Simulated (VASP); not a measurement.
Here is a VASP 6.6.1 calculation.

The input INCAR:

```
SYSTEM = LaAl4Cl3
PREC     = Accurate       ! precision mode
ENCUT    = 520            ! plane-wave cutoff, eV
EDIFF    = 1E-7           ! SCF threshold, eV
ISMEAR   = 0              ! smearing method
SIGMA    = 0.1            ! smearing width, eV
LREAL    = .FALSE.        ! projectors in reciprocal space
LASPH    = .TRUE.         ! aspherical terms in the spheres
NELM     = 60             ! most SCF steps
ALGO     = Normal         ! electronic algorithm
ISIF     = 2              ! what is computed and relaxed
LWAVE    = .FALSE.        ! write WAVECAR
LCHARG   = .TRUE.         ! write CHGCAR
GGA      = PE             ! functional
LELF     = .TRUE.         ! ELF
LVHAR    = .TRUE.       
NBANDS   = 32             ! bands
```

File KPOINTS:

```
regular mesh
0
G
  6 6 2
  0 0 0
```

The input POSCAR:

```
LaAl4Cl3
1.0
    5.3049568984      0.0000000000      0.0000000000
   -2.6524784492      4.5942274400      0.0000000000
    0.0000000000      0.0000000000     12.5818355874
La Al Cl
1 4 3
Direct
    0.0000000000      0.0000000000      0.5000000000
    0.3333333333      0.6666666667      0.0000000000
    0.6666666667      0.3333333333      0.0000000000
    0.3333333333      0.6666666667      0.5000000000
    0.6666666667      0.3333333333      0.5000000000
    0.0000000000      0.0000000000      0.0000000000
    0.0000000000      0.0000000000      0.2881483734
    0.0000000000      0.0000000000      0.7118516266
```

Potentials or basis: VASP PAW PBE potentials, release 64 (La, Al, Cl).

Run with:

```console
$ cat potpaw_PBE.64/La/POTCAR potpaw_PBE.64/Al/POTCAR potpaw_PBE.64/Cl/POTCAR > POTCAR
$ mpirun -np 1 vasp_std > vasp.out
```

**Question.** What does it give for the band gap on the k mesh?

**Answer.** Zero (bands 22 and 23 overlap by 0.69 eV).

**Question.** Estimate the pressure.

**Answer.** 0.2 GPa.

Forces in eV/Å, atoms in the order of the input:
```
La   0.000  0.000  0.000
Al   0.000  0.000  0.000
Al   0.000  0.000  0.000
Al   0.000  0.000  0.000
Al   0.000  0.000  0.000
Cl   0.000  0.000  0.000
Cl   0.000  0.000  0.041
Cl   0.000  0.000 -0.041
```

Caveat: spin-orbit coupling is left out, which moves the levels of the heavy elements.
